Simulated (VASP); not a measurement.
# BaRe (Pm-3m) in VASP: notebook

Runs on BaRe. Level: r2SCAN. Tasks: single point.

Program: VASP 6.6.1. These are calculated values, not measurements. Logs are shortened: lines on timing, memory, paths and dates and some standing lists are left out, and cuts for length are marked.

### Step 1. The cell of the first run

The structure is cubic, space group Pm-3m (No. 221). Conventional cell: a = 3.655 Å, b = 3.655 Å, c = 3.655 Å, α = 90.00°, β = 90.00°, γ = 90.00°. Ba (site symmetry m-3m) has 8 Re at 3.16 Å and 6 Ba at 3.65 Å within 4.2 Å. Re (site symmetry m-3m) has 8 Ba at 3.16 Å and 6 Re at 3.65 Å within 4.2 Å.

### Step 2. Single point, r2SCAN (24.40 Å³/atom)

Contents of POSCAR:

```
BaRe
1.0
    3.6545066882      0.0000000000      0.0000000000
    0.0000000000      3.6545066882      0.0000000000
    0.0000000000      0.0000000000      3.6545066882
Ba Re
1 1
Direct
    0.0000000000      0.0000000000      0.0000000000
    0.5000000000      0.5000000000      0.5000000000
```

Contents of INCAR.step1:

```
PREC = Accurate ; ENCUT = 520
ISMEAR = 0 ; SIGMA = 0.05
LREAL = False ; LASPH = True
NELM = 100 ; NBANDS = 16
GGA = PE ; ALGO = Normal
EDIFF = 1E-4 ; LWAVE = True
LCHARG = False
```

Contents of INCAR.step2:

```
PREC = Accurate ; ENCUT = 520
EDIFF = 1E-7 ; ISMEAR = 0
SIGMA = 0.05 ; LREAL = False
LASPH = True ; NELM = 100
ALGO = Normal ; ISIF = 2
LWAVE = False ; LCHARG = True
METAGGA = R2SCAN ; LMIXTAU = True
LELF = True ; LVHAR = True
NBANDS = 16 ; ISTART = 1
```

Contents of KPOINTS:

```
regular mesh
0
Gamma
  10 10 10
```

Potentials or basis: VASP PAW PBE potentials, release 64 (Ba_sv, Re).

On the command line:

```
$ cat potpaw_PBE.64/Ba_sv/POTCAR potpaw_PBE.64/Re/POTCAR > POTCAR
$ cp INCAR.step1 INCAR
$ mpirun -np 1 vasp_std > vasp.out
$ cp INCAR.step2 INCAR
$ mpirun -np 1 vasp_std > vasp.out
```

OUTCAR:

```text
PREC = Accurate
   ENCUT = 520
   EDIFF = 1E-7
   ISMEAR = 0
   LREAL = False
   LASPH = True
   NELM = 100
   ISIF = 2
   METAGGA = R2SCAN
   ISTART = 1

 ion  position               nearest neighbor table
   1  0.000  0.000  0.000-   2 3.16   2 3.16   2 3.16   2 3.16   2 3.16   2 3.16   2 3.16   2 3.16

   2  0.500  0.500  0.500-   1 3.16   1 3.16   1 3.16   1 3.16   1 3.16   1 3.16   1 3.16   1 3.16

  LATTYP: Found a simple cubic cell.
 ALAT       =     3.6545066882

  Lattice vectors:

 A1 = (   3.6545066882,   0.0000000000,   0.0000000000)
 A2 = (   0.0000000000,   3.6545066882,   0.0000000000)
 A3 = (   0.0000000000,   0.0000000000,   3.6545066882)

Analysis of symmetry for initial positions (statically):
=====================================================================
 Subroutine PRICEL returns:
 Original cell was already a primitive cell.

 Routine SETGRP: Setting up the symmetry group for a
 simple cubic supercell.

 Subroutine GETGRP returns: Found 48 space group operations
 (whereof 48 operations were pure point group operations)
 out of a pool of 48 trial point group operations.

The static configuration has the point symmetry O_h .

Analysis of symmetry for dynamics (positions and initial velocities):
=====================================================================
 Subroutine PRICEL returns:
 Original cell was already a primitive cell.

 Routine SETGRP: Setting up the symmetry group for a
 simple cubic supercell.

 Subroutine GETGRP returns: Found 48 space group operations
 (whereof 48 operations were pure point group operations)
 out of a pool of 48 trial point group operations.

The dynamic configuration has the point symmetry O_h .

 Subroutine INISYM returns: Found 48 space group operations
 (whereof 48 operations are pure point group operations),
 and found     1 'primitive' translations

----------------------------------------------------------------------------------------

                                     Primitive cell

  volume of cell :      48.8075

  direct lattice vectors                    reciprocal lattice vectors
     3.654506688  0.000000000  0.000000000     0.273634743  0.000000000  0.000000000
     0.000000000  3.654506688  0.000000000     0.000000000  0.273634743  0.000000000
     0.000000000  0.000000000  3.654506688     0.000000000  0.000000000  0.273634743

  length of vectors
     3.654506688  3.654506688  3.654506688     0.273634743  0.273634743  0.273634743

[... 80 lines left out ...]
   EDIFF  = 0.1E-06   stopping-criterion for ELM
   LREAL  =      F    real-space projection
   EDIFFG = 0.1E-05   stopping-criterion for IOM
   NSW    =      0    number of steps for IOM
   IBRION =     -1    ionic relax: 0-MD 1-quasi-New 2-CG
   NFREE  =      0    steps in history (QN), initial steepest desc. (CG)
   ISIF   =      2    stress and relaxation
   ISYM   =      2    0-nonsym 1-usesym 2-fastsym
   POTIM  = 0.5000    time-step for ionic-motion
   TEBEG  =    0.0;   TEEND  =   0.0 temperature during run
   PSTRESS=    0.0 pullay stress
   NELECT =      17.0000    total number of electrons
   NUPDOWN=      -1.0000    fix difference up-down
   EMIN   =  10.00;   EMAX   =-10.00  energy-range for DOS
   EFERMI =   0.00;   METHOD = LEGACY
   ISMEAR =     0;   SIGMA  =   0.05  broadening in eV -4-tet -1-fermi 0-gaus
   EFERMI_NEDOS =   21; number of points for ismear=-14 and -15
   IALGO  =     38    algorithm
   IMIX   =      4    mixing-type and parameters
     AMIX     =   0.40;   BMIX     =  1.00
     AMIX_MAG =   1.60;   BMIX_MAG =  1.00
  volume/ion in A,a.u.               =      24.40       164.68
  Fermi-wavevector in a.u.,A,eV,Ry     =   1.151849  2.176680 18.051626  1.326757
  Thomas-Fermi vector in A             =   2.288504
   LORBIT       =      0    0 simple, 1 ext, 2 COOP (PROOUT), +10 PAW based schemes
   METAGGA = R2SCAN    functional components
   LHFCALC =     F    Hartree Fock is set to
   AEXX    =    0.0000 exact exchange contribution
   IVDW    =     0    specifies the selected vdW correction
   LEPSILON=     F    determine dielectric tensor
   LRPA    =     F    only Hartree local field effects (RPA)
 non-spin polarized calculation
 Gauss-broadening in eV      SIGMA  =   0.05
  energy-cutoff  :      520.00
  volume of cell :       48.81
 maximum number of plane-waves:      1357
 NGX is ok and might be reduce to    28
   NGX = 13   NGY = 13   NGZ = 13

 number of electron      17.0000001 magnetization

 Free energy of the ion-electron system (eV)
  ---------------------------------------------------
  ext. energy  EPLUGINS =         0.00000000
  ---------------------------------------------------
  free energy    TOTEN  =       -74.39189286 eV

  energy without entropy =      -74.38337480  energy(sigma->0) =      -74.38763383

 E-fermi :   4.2759     XC(G=0): -11.7909

 val. band max:        4.2687110974   @ k =   0.2000   0.2000   0.0000
 cond. band min:       4.2800222759   @ k =   0.4000   0.3000   0.3000
 fundamental gap:      0.0113111784
 Fermi energy:         4.2759212045

 k-point     1 :       0.0000    0.0000    0.0000
  band No.  band energies     occupation
      1     -23.3888      2.00000
      2      -7.6861      2.00000
      3      -7.6861      2.00000
      4      -7.6861      2.00000
      5      -0.2108      2.00000
      6       1.4661      2.00000
[... 433 lines left out ...]
      3      -7.7989      2.00000
      4      -7.7920      2.00000
      5       1.8766      2.00000
      6       2.2715      2.00000
[... 8 lines left out ...]
     15      11.9077      0.00000
     16      13.6721      0.00000

 [... further k-points ...]

------------------------ aborting loop because EDIFF is reached ----------------------------------------

  FORCE on cell =-STRESS in cart. coord.  units (eV):
  Direction    XX          YY          ZZ          XY          YZ          ZX
  --------------------------------------------------------------------------------------
  -------------------------------------------------------------------------------------
  Total        1.3258111      1.3258111      1.3258111     -0.0000000      0.0000000     -0.0000000
  in kB       43.5217083     43.5217083     43.5217083     -0.0000000      0.0000000     -0.0000000
  external PRESSURE =      43.5217083 kB  Pullay stress =       0.0000000 kB

 VOLUME and BASIS-vectors are now :
 -----------------------------------------------------------------------------
  energy-cutoff  :      520.00
  volume of cell :       48.81
      direct lattice vectors                 reciprocal lattice vectors
     3.654506688  0.000000000  0.000000000     0.273634743  0.000000000  0.000000000
     0.000000000  3.654506688  0.000000000     0.000000000  0.273634743  0.000000000
     0.000000000  0.000000000  3.654506688     0.000000000  0.000000000  0.273634743

 POSITION                                       TOTAL-FORCE (eV/Angst)
 -----------------------------------------------------------------------------------
      0.00000      0.00000      0.00000         0.000000      0.000000      0.000000
      1.82725      1.82725      1.82725         0.000000      0.000000      0.000000
 -----------------------------------------------------------------------------------
    total drift:                                0.000000      0.000000      0.000000

  FREE ENERGIE OF THE ION-ELECTRON SYSTEM (eV)
  ---------------------------------------------------
  free  energy   TOTEN  =       -74.3918928578 eV

  energy  without entropy=      -74.3833747999  energy(sigma->0) =      -74.38763383
```

OSZICAR.step1:

```text
N       E                     dE             d eps       ncg     rms          rms(c)
DAV:   1     0.691612147277E+02    0.69161E+02   -0.74937E+03  2696   0.106E+03
DAV:   2    -0.803306586825E+01   -0.77194E+02   -0.70684E+02  2920   0.246E+02
DAV:   3    -0.111168413282E+02   -0.30838E+01   -0.30023E+01  2976   0.497E+01
DAV:   4    -0.111730462873E+02   -0.56205E-01   -0.56111E-01  2040   0.444E+00
DAV:   5    -0.111788591171E+02   -0.58128E-02   -0.58115E-02  3208   0.119E+00    0.180E+01
DAV:   6    -0.102626777352E+02    0.91618E+00   -0.39138E+00  3040   0.375E+01    0.423E+00
DAV:   7    -0.101151842403E+02    0.14749E+00   -0.44647E-01  2968   0.127E+01    0.424E+00
DAV:   8    -0.100947021397E+02    0.20482E-01   -0.90423E-02  2904   0.322E+00    0.515E-01
DAV:   9    -0.100934830271E+02    0.12191E-02   -0.45525E-03  2560   0.532E-01    0.245E-01
DAV:  10    -0.100936051150E+02   -0.12209E-03   -0.48368E-04  2472   0.137E-01    0.354E-02
DAV:  11    -0.100935946116E+02    0.10503E-04   -0.18819E-05  1232   0.414E-02
   1 F= -.10093595E+02 E0= -.10089072E+02  d E =-.904569E-02
```

Wall time 96 s (1 thread of Intel Xeon Platinum 8488C (Sapphire Rapids), shared host); peak memory 0.2 GiB.

Results:

| Item | Value |
| --- | --- |
| Free energy | -74.3919 eV |
| Pressure | 4.4 GPa |
| Band gap on the k mesh | zero (an odd number of electrons rules out a gap without spin polarisation) |

Levels at points of the mesh, in eV from the Fermi level:
```
           k point  band 4  band 5  band 6  band 7  band 8  band 9  band 10  band 11  band 12  band 13
(0.00, 0.00, 0.00)  -11.96   -4.49   -2.81   -2.81   -0.11   -0.11    -0.11     4.68     4.68     9.24
(0.50, 0.00, 0.00)  -11.90   -1.75   -1.01   -0.22    0.14    0.14     0.29     1.75     2.04     3.73
(0.50, 0.50, 0.00)  -11.63   -3.91   -1.90   -1.33   -1.33    1.40     1.42     4.19     4.19     5.48
(0.50, 0.50, 0.50)  -13.18   -0.37   -0.37   -0.37    0.16    0.16     0.16     1.49     1.49     2.49
```

Caveat: the cell stands under pressure; the PAW data sets were made with another functional, which shifts forces and pressure a little; spin-orbit coupling is left out, which moves the levels of the heavy elements.

### Step 3. Single point, r2SCAN (24.91 Å³/atom)

This run uses another cell than the first one, of 24.91 Å³/atom.

Contents of POSCAR:

```
BaRe
1.0
    3.6797109791      0.0000000000      0.0000000000
    0.0000000000      3.6797109791      0.0000000000
    0.0000000000      0.0000000000      3.6797109791
Ba Re
1 1
Direct
    0.0000000000      0.0000000000      0.0000000000
    0.5000000000      0.5000000000      0.5000000000
```

Contents of INCAR.step1:

```
PREC = Accurate
ENCUT = 520
ISMEAR = 0
SIGMA = 0.05
LREAL = False
LASPH = True
NELM = 100
NBANDS = 16
GGA = PE
ALGO = Normal
EDIFF = 1E-4
LWAVE = True
LCHARG = False
```

Contents of INCAR.step2:

```
PREC = Accurate
ENCUT = 520
EDIFF = 1E-7
ISMEAR = 0
SIGMA = 0.05
LREAL = False
LASPH = True
NELM = 100
ALGO = Normal
ISIF = 2
LWAVE = False
LCHARG = False
METAGGA = R2SCAN
LMIXTAU = True
NBANDS = 16
ISTART = 1
```

Contents of KPOINTS:

```
Automatic mesh
0
Gamma
  10 10 10
```

Potentials or basis: VASP PAW PBE potentials, release 64 (Ba_sv, Re).

On the command line:

```
$ cat potpaw_PBE.64/Ba_sv/POTCAR potpaw_PBE.64/Re/POTCAR > POTCAR
$ cp INCAR.step1 INCAR
$ mpirun -np 1 vasp_std > vasp.out
$ cp INCAR.step2 INCAR
$ mpirun -np 1 vasp_std > vasp.out
```

It took 94 s on 1 thread of Intel Xeon Platinum 8488C (Sapphire Rapids), shared host; peak memory 0.2 GiB.

It converged, with:

- Free energy: -74.4156 eV
- Pressure: 3.1 GPa
- Band gap on the k mesh: zero (an odd number of electrons rules out a gap without spin polarisation)

Levels at points of the mesh, in eV from the Fermi level:
```csv
k point,band 6,band 7,band 8,band 9,band 10,band 11
"(0.00, 0.00, 0.00)",-2.69,-2.69,-0.08,-0.08,-0.08,4.64
"(0.50, 0.00, 0.00)",-1.06,-0.23,0.13,0.13,0.31,1.70
"(0.50, 0.50, 0.00)",-1.84,-1.26,-1.26,1.38,1.40,4.09
"(0.50, 0.50, 0.50)",-0.30,-0.30,0.13,0.13,0.13,1.47
```

Caveat: the cell stands under pressure; the PAW data sets were made with another functional, which shifts forces and pressure a little; spin-orbit coupling is left out, which moves the levels of the heavy elements.

### Step 4. Single point, r2SCAN (25.42 Å³/atom)

This run uses another cell than the first one, of 25.42 Å³/atom.

Contents of POSCAR:

```
BaRe
1.0
    3.7045746453      0.0000000000      0.0000000000
    0.0000000000      3.7045746453      0.0000000000
    0.0000000000      0.0000000000      3.7045746453
Ba Re
1 1
Direct
    0.0000000000      0.0000000000      0.0000000000
    0.5000000000      0.5000000000      0.5000000000
```

Contents of INCAR.step1:

```
SYSTEM = BaRe
  PREC = Accurate
  ENCUT = 520
  ISMEAR = 0
  SIGMA = 0.05
  LREAL = .FALSE.
  LASPH = .TRUE.
  NELM = 60
  NBANDS = 16
  GGA = PE
  ALGO = Normal
  EDIFF = 1E-4
  LWAVE = .TRUE.
  LCHARG = .FALSE.
```

Contents of INCAR.step2:

```
SYSTEM = BaRe
  PREC = Accurate
  ENCUT = 520
  EDIFF = 1E-6
  ISMEAR = 0
  SIGMA = 0.05
  LREAL = .FALSE.
  LASPH = .TRUE.
  NELM = 60
  ALGO = Normal
  ISIF = 2
  LWAVE = .FALSE.
  LCHARG = .TRUE.
  METAGGA = R2SCAN
  LMIXTAU = .TRUE.
  LELF = .TRUE.
  LVHAR = .TRUE.
  NBANDS = 16
  ISTART = 1
```

Contents of KPOINTS:

```
Automatic mesh
0
G
  10 10 10
  0 0 0
```

On the command line:

```
$ cat potpaw_PBE.64/Ba_sv/POTCAR potpaw_PBE.64/Re/POTCAR > POTCAR
$ cp INCAR.step1 INCAR
$ mpirun -np 1 vasp_std > vasp.out
$ cp INCAR.step2 INCAR
$ mpirun -np 1 vasp_std > vasp.out
```

Run time: 87 s. Hardware: 1 thread of Intel Xeon Platinum 8488C (Sapphire Rapids), shared host; peak memory 0.2 GiB.

It converged, with:

```yaml
Free_energy: -74.4314 eV
Pressure: 1.9 GPa
Band_gap_on_the_k_mesh: zero (an odd number of electrons rules out a gap without spin polarisation)
```

Levels at points of the mesh, in eV from the Fermi level:
```
           k point  band 6  band 7  band 8  band 9  band 10  band 11
(0.00, 0.00, 0.00)   -2.58   -2.58   -0.05   -0.05    -0.05     4.61
(0.50, 0.00, 0.00)   -1.12   -0.23    0.13    0.13     0.32     1.65
(0.50, 0.50, 0.00)   -1.79   -1.19   -1.19    1.36     1.39     3.98
(0.50, 0.50, 0.50)   -0.25   -0.25    0.10    0.10     0.10     1.45
```

Caveat: the PAW data sets were made with another functional, which shifts forces and pressure a little; spin-orbit coupling is left out, which moves the levels of the heavy elements.

### Step 5. Single point, r2SCAN

This run uses another cell than the first one, of 25.42 Å³/atom.

POSCAR is that of step 4.

Contents of INCAR.step1:

```
PREC = Accurate ; ENCUT = 520
ISMEAR = 0 ; SIGMA = 0.05
LREAL = False ; LASPH = True
NELM = 80 ; NBANDS = 16
GGA = PE ; ALGO = Normal
EDIFF = 1E-4 ; LWAVE = True
LCHARG = False
```

Contents of INCAR.step2:

```
PREC = Accurate ; ENCUT = 520
EDIFF = 1E-7 ; ISMEAR = 0
SIGMA = 0.05 ; LREAL = False
LASPH = True ; NELM = 80
ALGO = Normal ; ISIF = 2
LWAVE = False ; LCHARG = False
METAGGA = R2SCAN ; LMIXTAU = True
NBANDS = 16 ; ISTART = 1
```

Contents of KPOINTS:

```
regular mesh
0
Gamma
  10 10 10
```

On the command line:

```
$ cat potpaw_PBE.64/Ba_sv/POTCAR potpaw_PBE.64/Re/POTCAR > POTCAR
$ cp INCAR.step1 INCAR
$ mpirun -np 1 vasp_std > vasp.out
$ cp INCAR.step2 INCAR
$ mpirun -np 1 vasp_std > vasp.out
```

Wall time 94 s (1 thread of Intel Xeon Platinum 8488C (Sapphire Rapids), shared host); peak memory 0.2 GiB.

Results (log left out):

```yaml
Free_energy: -74.4314 eV
Pressure: 1.9 GPa
Band_gap_on_the_k_mesh: zero (an odd number of electrons rules out a gap without spin polarisation)
```

Levels at points of the mesh, in eV from the Fermi level:
```csv
k point,band 4,band 5,band 6,band 7,band 8,band 9,band 10,band 11,band 12,band 13
"(0.00, 0.00, 0.00)",-11.97,-4.45,-2.58,-2.58,-0.05,-0.05,-0.05,4.61,4.61,8.91
"(0.50, 0.00, 0.00)",-11.91,-1.58,-1.12,-0.23,0.13,0.13,0.32,1.65,2.15,3.74
"(0.50, 0.50, 0.00)",-11.68,-3.70,-1.79,-1.19,-1.19,1.36,1.39,3.98,3.98,5.38
"(0.50, 0.50, 0.50)",-13.07,-0.25,-0.25,-0.25,0.10,0.10,0.10,1.45,1.45,2.31
```

Caveat: the PAW data sets were made with another functional, which shifts forces and pressure a little; spin-orbit coupling is left out, which moves the levels of the heavy elements.

(Continued in part 2 of 2.)
